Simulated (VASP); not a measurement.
# PbSe in VASP: notebook

Runs on PbSe. Level: PBE. Tasks: electric field gradients, density of states.

All numbers are computed with VASP 6.6.1; they aren't measurements. Logs are shortened: lines on timing, memory, paths and dates and some standing lists are left out, and cuts for length are marked.

### Step 1. The cell of the first run

The structure is cubic, space group Fm-3m (No. 225). The conventional cell has a = 6.175 Å, b = 6.175 Å, c = 6.175 Å, α = 90.00°, β = 90.00°, γ = 90.00°. Within 4.1 Å of Pb (site symmetry m-3m) lie 6 Se at 3.09 Å. Within 4.1 Å of Se (site symmetry m-3m) lie 6 Pb at 3.09 Å.

### Step 2. Electric field gradients, PBE (volume scaled by 1.025)

Contents of INCAR:

```
  PREC = Accurate
  ENCUT = 520
  EDIFF = 1E-8
  ISMEAR = -1
  SIGMA = 0.02
  LREAL = F
  LASPH = T
  NELM = 60
  ALGO = Normal
  ISIF = 2
  LWAVE = F
  LCHARG = F
  GGA = PE
  LEFG = T
  NBANDS = 17
```

Contents of KPOINTS:

```
regular mesh
0
Gamma
  7 7 7
```

Contents of POSCAR:

```
PbSe
1.0
    0.0000000000      3.0874581725      3.0874581725
    3.0874581725      0.0000000000      3.0874581725
    3.0874581725      3.0874581725      0.0000000000
Pb Se
1 1
Direct
    0.0000000000      0.0000000000      0.0000000000
    0.5000000000      0.5000000000      0.5000000000
```

Potentials or basis: VASP PAW PBE potentials, release 64 (Pb_d, Se).

The run is started by

```sh
> cat potpaw_PBE.64/Pb_d/POTCAR potpaw_PBE.64/Se/POTCAR > POTCAR
> mpirun -np 1 vasp_std > vasp.out
```

OUTCAR:

```text
PREC = Accurate
   ENCUT = 520
   EDIFF = 1E-8
   ISMEAR = -1
   LREAL = F
   LASPH = T
   NELM = 60
   ISIF = 2
   GGA = PE

 ion  position               nearest neighbor table
   1  0.000  0.000  0.000-   2 3.09   2 3.09   2 3.09   2 3.09   2 3.09   2 3.09
   2  0.500  0.500  0.500-   1 3.09   1 3.09   1 3.09   1 3.09   1 3.09   1 3.09

  LATTYP: Found a face centered cubic cell.
 ALAT       =     6.1749163450

  Lattice vectors:

 A1 = (   0.0000000000,   3.0874581725,   3.0874581725)
 A2 = (   3.0874581725,   0.0000000000,   3.0874581725)
 A3 = (   3.0874581725,   3.0874581725,   0.0000000000)

Analysis of symmetry for initial positions (statically):
=====================================================================
 Subroutine PRICEL returns:
 Original cell was already a primitive cell.

 Routine SETGRP: Setting up the symmetry group for a
 face centered cubic supercell.

 Subroutine GETGRP returns: Found 48 space group operations
 (whereof 48 operations were pure point group operations)
 out of a pool of 48 trial point group operations.

The static configuration has the point symmetry O_h .

Analysis of symmetry for dynamics (positions and initial velocities):
=====================================================================
 Subroutine PRICEL returns:
 Original cell was already a primitive cell.

 Routine SETGRP: Setting up the symmetry group for a
 face centered cubic supercell.

 Subroutine GETGRP returns: Found 48 space group operations
 (whereof 48 operations were pure point group operations)
 out of a pool of 48 trial point group operations.

The dynamic configuration has the point symmetry O_h .

 Subroutine INISYM returns: Found 48 space group operations
 (whereof 48 operations are pure point group operations),
 and found     1 'primitive' translations

----------------------------------------------------------------------------------------

                                     Primitive cell

  volume of cell :      58.8618

  direct lattice vectors                    reciprocal lattice vectors
     0.000000000  3.087458172  3.087458172    -0.161945514  0.161945514  0.161945514
     3.087458172  0.000000000  3.087458172     0.161945514 -0.161945514  0.161945514
[... 117 lines left out ...]
 number of electron      19.9999993 magnetization

 Free energy of the ion-electron system (eV)
  ---------------------------------------------------
  ext. energy  EPLUGINS =         0.00000000
  ---------------------------------------------------
  free energy    TOTEN  =        -8.19614142 eV

  energy without entropy =       -8.19614142  energy(sigma->0) =       -8.19614142

 E-fermi :   4.9541     XC(G=0):  -9.4106

 val. band max:        4.5061136417   @ k =   0.4286   0.0000   0.0000
 cond. band min:       5.3968823691   @ k =   0.4286   0.0000   0.0000
 fundamental gap:      0.8907687274
 Fermi energy:         4.9541441261

 k-point     1 :       0.0000    0.0000    0.0000
  band No.  band energies     occupation
      1     -12.0482      2.00000
      2     -12.0482      2.00000
      3     -12.0482      2.00000
      4     -12.0430      2.00000
      5     -12.0430      2.00000
      6      -8.6284      2.00000
[... 377 lines left out ...]
      4     -12.0305      2.00000
      5     -12.0103      2.00000
      6      -7.2916      2.00000
[... 9 lines left out ...]
     16      16.3055      0.00000
     17      16.6927      0.00000

------------------------ aborting loop because EDIFF is reached ----------------------------------------

  FORCE on cell =-STRESS in cart. coord.  units (eV):
  Direction    XX          YY          ZZ          XY          YZ          ZX
  --------------------------------------------------------------------------------------
  -------------------------------------------------------------------------------------
  Total        0.3523127      0.3523127      0.3523127     -0.0000000     -0.0000000      0.0000000
  in kB        9.5897148      9.5897148      9.5897148     -0.0000000     -0.0000000      0.0000000
  external PRESSURE =       9.5897148 kB  Pullay stress =       0.0000000 kB

 VOLUME and BASIS-vectors are now :
 -----------------------------------------------------------------------------
  energy-cutoff  :      520.00
  volume of cell :       58.86
      direct lattice vectors                 reciprocal lattice vectors
     0.000000000  3.087458172  3.087458172    -0.161945514  0.161945514  0.161945514
     3.087458172  0.000000000  3.087458172     0.161945514 -0.161945514  0.161945514
     3.087458172  3.087458172  0.000000000     0.161945514  0.161945514 -0.161945514

 POSITION                                       TOTAL-FORCE (eV/Angst)
 -----------------------------------------------------------------------------------
      0.00000      0.00000      0.00000         0.000000     -0.000000     -0.000000
      3.08746      3.08746      3.08746         0.000000      0.000000      0.000000
 -----------------------------------------------------------------------------------
    total drift:                                0.000000     -0.000000     -0.000000

  FREE ENERGIE OF THE ION-ELECTRON SYSTEM (eV)
  ---------------------------------------------------
  free  energy   TOTEN  =        -8.1961414165 eV

  energy  without entropy=       -8.1961414164  energy(sigma->0) =       -8.19614142

 Electric field gradients (V/A^2)
---------------------------------------------------------------------
 ion       V_xx      V_yy      V_zz      V_xy      V_xz      V_yz
---------------------------------------------------------------------
   1       0.000    -0.000     0.000     0.001     0.001     0.001
   2      -0.000     0.000    -0.000     0.000     0.000     0.000
---------------------------------------------------------------------

 Electric field gradients after diagonalization (V/A^2)
 (convention: |V_zz| > |V_xx| > |V_yy|)
----------------------------------------------------------------------
 ion       V_xx      V_yy      V_zz     asymmetry (V_yy - V_xx)/ V_zz
----------------------------------------------------------------------
   1      -0.001    -0.001     0.002       0.000
   2      -0.000    -0.000     0.001       0.000
----------------------------------------------------------------------

           NMR quadrupolar parameters

 Cq : quadrupolar parameter    Cq=e*Q*V_zz/h
 eta: asymmetry parameters     (V_yy - V_xx)/ V_zz
 Q  : nuclear electric quadrupole moment in mb (millibarn)
----------------------------------------------------------------------
 ion       Cq(MHz)       eta       Q (mb)
----------------------------------------------------------------------
   1       0.000       0.000       1.000
   2       0.000       0.000       1.000
----------------------------------------------------------------------
```

stdout:

```text
POSCAR found type information on POSCAR PbSe
 POSCAR found :  2 types and       2 ions
 scaLAPACK will be used
 LDA part: xc-table for (Slater+PW92), standard interpolation
 POSCAR, INCAR and KPOINTS ok, starting setup
 FFT: planning ... GRIDC
 FFT: planning ... GRID_SOFT
 FFT: planning ... GRID
 WAVECAR not read
 entering main loop
ion   1

ion   2
```

It took 30 s on 1 thread of AMD EPYC 7R43 (Zen 3), shared host; peak memory 0.15 GiB.

Results:

- Free energy: -8.1961 eV
- Pressure: 1.0 GPa

Levels at points of the mesh, in eV from the Fermi level:
```
           k point  band 7  band 8  band 9  band 10  band 11  band 12  band 13  band 14
(0.00, 0.00, 0.00)   -6.55   -1.97   -1.97    -1.97     4.45     4.45     4.45     6.37
```

Caveat: this odd mesh misses L, where the gap lies, so gap, dielectric constants and Born charges aren't listed; without QUAD_EFG the Cq values of the log hold for a quadrupole moment of 1 mb, not for the nuclei; spin-orbit coupling is left out, which moves the levels of the heavy elements.

### Step 3. Electric field gradients, PBE (volume scaled by 1.05)

Contents of INCAR:

```
ALGO = Normal
EDIFF = 1E-8
ENCUT = 520
GGA = PE
ISIF = 2
ISMEAR = -1
LASPH = True
LCHARG = False
LEFG = True
LREAL = False
LWAVE = False
NBANDS = 17
NELM = 80
PREC = Accurate
SIGMA = 0.02
```

Contents of KPOINTS:

```
k-points
0
Gamma
  7 7 7
```

Contents of POSCAR:

```
PbSe
1.0
    0.0000000000      3.1123581040      3.1123581040
    3.1123581040      0.0000000000      3.1123581040
    3.1123581040      3.1123581040      0.0000000000
Pb Se
1 1
Direct
    0.0000000000      0.0000000000      0.0000000000
    0.5000000000      0.5000000000      0.5000000000
```

Potentials or basis: VASP PAW PBE potentials, release 64 (Pb_d, Se).

The run is started by

```sh
> cat potpaw_PBE.64/Pb_d/POTCAR potpaw_PBE.64/Se/POTCAR > POTCAR
> mpirun -np 1 vasp_std > vasp.out
```

OUTCAR:

```text
EDIFF = 1E-8
   ENCUT = 520
   GGA = PE
   ISIF = 2
   ISMEAR = -1
   LASPH = True
   LREAL = False
   NELM = 80
   PREC = Accurate

 ion  position               nearest neighbor table
   1  0.000  0.000  0.000-   2 3.11   2 3.11   2 3.11   2 3.11   2 3.11   2 3.11
   2  0.500  0.500  0.500-   1 3.11   1 3.11   1 3.11   1 3.11   1 3.11   1 3.11

  LATTYP: Found a face centered cubic cell.
 ALAT       =     6.2247162080

  Lattice vectors:

 A1 = (   0.0000000000,   3.1123581040,   3.1123581040)
 A2 = (   3.1123581040,   0.0000000000,   3.1123581040)
 A3 = (   3.1123581040,   3.1123581040,   0.0000000000)

Analysis of symmetry for initial positions (statically):
=====================================================================
 Subroutine PRICEL returns:
 Original cell was already a primitive cell.

 Routine SETGRP: Setting up the symmetry group for a
 face centered cubic supercell.

 Subroutine GETGRP returns: Found 48 space group operations
 (whereof 48 operations were pure point group operations)
 out of a pool of 48 trial point group operations.

The static configuration has the point symmetry O_h .

Analysis of symmetry for dynamics (positions and initial velocities):
=====================================================================
 Subroutine PRICEL returns:
 Original cell was already a primitive cell.

 Routine SETGRP: Setting up the symmetry group for a
 face centered cubic supercell.

 Subroutine GETGRP returns: Found 48 space group operations
 (whereof 48 operations were pure point group operations)
 out of a pool of 48 trial point group operations.
[... 152 lines left out ...]
  band No.  band energies     occupation
      1     -12.3018      2.00000
      2     -12.3018      2.00000
      3     -12.3018      2.00000
      4     -12.2955      2.00000
      5     -12.2955      2.00000
      6      -8.7210      2.00000
[... 377 lines left out ...]
      4     -12.2856      2.00000
      5     -12.2674      2.00000
      6      -7.4675      2.00000
[... 9 lines left out ...]
     16      15.9936      0.00000
     17      16.3063      0.00000

------------------------ aborting loop because EDIFF is reached ----------------------------------------

  FORCE on cell =-STRESS in cart. coord.  units (eV):
  Direction    XX          YY          ZZ          XY          YZ          ZX
  --------------------------------------------------------------------------------------
  -------------------------------------------------------------------------------------
  Total       -0.0765077     -0.0765077     -0.0765077     -0.0000000      0.0000000      0.0000000
  in kB       -2.0329039     -2.0329039     -2.0329039     -0.0000000      0.0000000      0.0000000
  external PRESSURE =      -2.0329039 kB  Pullay stress =       0.0000000 kB

 VOLUME and BASIS-vectors are now :
 -----------------------------------------------------------------------------
  energy-cutoff  :      520.00
  volume of cell :       60.30
      direct lattice vectors                 reciprocal lattice vectors
     0.000000000  3.112358104  3.112358104    -0.160649894  0.160649894  0.160649894
     3.112358104  0.000000000  3.112358104     0.160649894 -0.160649894  0.160649894
     3.112358104  3.112358104  0.000000000     0.160649894  0.160649894 -0.160649894

 POSITION                                       TOTAL-FORCE (eV/Angst)
 -----------------------------------------------------------------------------------
      0.00000      0.00000      0.00000         0.000000     -0.000000      0.000000
      3.11236      3.11236      3.11236        -0.000000      0.000000     -0.000000
 -----------------------------------------------------------------------------------
    total drift:                               -0.000000      0.000000      0.000000

  FREE ENERGIE OF THE ION-ELECTRON SYSTEM (eV)
  ---------------------------------------------------
  free  energy   TOTEN  =        -8.1997947986 eV

  energy  without entropy=       -8.1997947986  energy(sigma->0) =       -8.19979480

 Electric field gradients (V/A^2)
---------------------------------------------------------------------
 ion       V_xx      V_yy      V_zz      V_xy      V_xz      V_yz
---------------------------------------------------------------------
   1       0.000    -0.000     0.000     0.001     0.001     0.001
   2      -0.000    -0.000     0.000     0.000     0.000     0.000
---------------------------------------------------------------------

 Electric field gradients after diagonalization (V/A^2)
 (convention: |V_zz| > |V_xx| > |V_yy|)
----------------------------------------------------------------------
 ion       V_xx      V_yy      V_zz     asymmetry (V_yy - V_xx)/ V_zz
----------------------------------------------------------------------
   1      -0.001    -0.001     0.001       0.000
   2      -0.000    -0.000     0.001       0.000
----------------------------------------------------------------------

           NMR quadrupolar parameters

 Cq : quadrupolar parameter    Cq=e*Q*V_zz/h
 eta: asymmetry parameters     (V_yy - V_xx)/ V_zz
 Q  : nuclear electric quadrupole moment in mb (millibarn)
----------------------------------------------------------------------
 ion       Cq(MHz)       eta       Q (mb)
----------------------------------------------------------------------
   1       0.000       0.000       1.000
   2       0.000       0.000       1.000
----------------------------------------------------------------------
```

OSZICAR:

```text
N       E                     dE             d eps       ncg     rms          rms(c)
DAV:   1     0.157003999137E+03    0.15700E+03   -0.92731E+03   680   0.118E+03
DAV:   2     0.290212432265E+01   -0.15410E+03   -0.14854E+03   755   0.301E+02
DAV:   3    -0.825632295927E+01   -0.11158E+02   -0.11093E+02   849   0.880E+01
DAV:   4    -0.851500838187E+01   -0.25869E+00   -0.25852E+00   871   0.155E+01
DAV:   5    -0.852357235682E+01   -0.85640E-02   -0.85635E-02   916   0.267E+00    0.271E+00
DAV:   6    -0.820042144878E+01    0.32315E+00   -0.82338E-01  1028   0.586E+00    0.147E+00
DAV:   7    -0.819657204287E+01    0.38494E-02   -0.12738E-01   786   0.166E+00    0.839E-01
DAV:   8    -0.820033218346E+01   -0.37601E-02   -0.15068E-02   775   0.127E+00    0.196E-01
DAV:   9    -0.819969335816E+01    0.63883E-03   -0.33627E-03  1016   0.518E-01    0.603E-02
DAV:  10    -0.819978681544E+01   -0.93457E-04   -0.25510E-04   784   0.910E-02    0.223E-02
DAV:  11    -0.819979455659E+01   -0.77411E-05   -0.57515E-05   909   0.749E-02    0.747E-03
DAV:  12    -0.819979472624E+01   -0.16966E-06   -0.31074E-06   858   0.129E-02    0.194E-03
DAV:  13    -0.819979475368E+01   -0.27442E-07   -0.17852E-07   855   0.379E-03    0.550E-04
DAV:  14    -0.819979479351E+01   -0.39823E-07   -0.81985E-08   761   0.147E-03    0.119E-04
DAV:  15    -0.819979479860E+01   -0.50950E-08   -0.10143E-09   737   0.228E-04
   1 F= -.81997948E+01 E0= -.81997948E+01  d E =-.171321E-10
```

stdout:

```text
POSCAR found type information on POSCAR PbSe
 POSCAR found :  2 types and       2 ions
 scaLAPACK will be used
 LDA part: xc-table for (Slater+PW92), standard interpolation
 POSCAR, INCAR and KPOINTS ok, starting setup
 FFT: planning ... GRIDC
 FFT: planning ... GRID_SOFT
 FFT: planning ... GRID
 WAVECAR not read
 entering main loop
ion   1

ion   2
```

Run time: 47 s. Hardware: 1 thread of AMD EPYC 7R43 (Zen 3), shared host; peak memory 0.17 GiB.

Results:

| Property | Result |
| --- | --- |
| Free energy | -8.1998 eV |
| Pressure | -0.2 GPa |

Caveat: this odd mesh misses L, where the gap lies, so gap, dielectric constants and Born charges aren't listed; without QUAD_EFG the Cq values of the log hold for a quadrupole moment of 1 mb, not for the nuclei; spin-orbit coupling is left out, which moves the levels of the heavy elements.

(Part 1 of 3 ends here.)
